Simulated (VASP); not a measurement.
Wanted: the native input for a VASP 6.6.1 run.

```yaml
Task: single point
Functional: r2SCAN
Potentials_or_basis: VASP PAW PBE potentials, release 64 (K_sv, Cl)
Cutoff: 520 eV
k_mesh: 8 × 8 × 8
Occupations: gaussian, width 0.01 eV
Spin: no spin polarisation
Dipole_correction: no
Further_INCAR_settings: ALGO = Normal; EDIFF = 1e-06; NBANDS = 15
```

The system is KCl.

```
K Cl
1.0
     0.00000    3.12472    3.14485
     3.12472    0.00000    3.14485
     3.12472    3.12472    0.00000
K Cl
1 1
Direct
  0.00000 0.00000 0.00000
  0.50000 0.50000 0.50000
```

This cell differs from its parent crystal: biaxial xy strain -0.6%.

The input as run:

POSCAR

```
KCl
1.0
    0.0000000000      3.1247212928      3.1448483221
    3.1247212928      0.0000000000      3.1448483221
    3.1247212928      3.1247212928      0.0000000000
K Cl
1 1
Direct
    0.0000000000      0.0000000000      0.0000000000
    0.5000000000      0.5000000000      0.5000000000
```

INCAR.step1

```
SYSTEM = KCl
  ALGO = Normal
  EDIFF = 1E-4
  ENCUT = 520
  GGA = PE
  ISMEAR = 0
  LASPH = .True.
  LCHARG = .False.
  LREAL = .False.
  LWAVE = .True.
  NBANDS = 15
  NELM = 100
  PREC = Accurate
  SIGMA = 0.01
```

INCAR.step2

```
SYSTEM = KCl
  ALGO = Normal
  EDIFF = 1E-6
  ENCUT = 520
  ISIF = 2
  ISMEAR = 0
  ISTART = 1
  LASPH = .True.
  LCHARG = .False.
  LMIXTAU = .True.
  LREAL = .False.
  LWAVE = .False.
  METAGGA = R2SCAN
  NBANDS = 15
  NELM = 100
  PREC = Accurate
  SIGMA = 0.01
```

KPOINTS

```
k-points
0
Gamma
  8 8 8
  0 0 0
```

Potentials or basis: VASP PAW PBE potentials, release 64 (K_sv, Cl).

Command:

```console
$ cat potpaw_PBE.64/K_sv/POTCAR potpaw_PBE.64/Cl/POTCAR > POTCAR
$ cp INCAR.step1 INCAR
$ mpirun -np 1 vasp_std > vasp.out
$ cp INCAR.step2 INCAR
$ mpirun -np 1 vasp_std > vasp.out
```

Results of the run:

| Item | Value |
| --- | --- |
| Pressure | 0.3 GPa |
| Band gap on the k mesh | 5.88 eV, direct |

Caveat: the cell differs from its parent crystal (biaxial xy strain -0.6%); the PAW data sets were made with another functional, which shifts forces and pressure a little.

Run time: 2.4 min on 1 thread of Intel Xeon 6975P-C, on a shared host, peak memory 0.24 GiB.
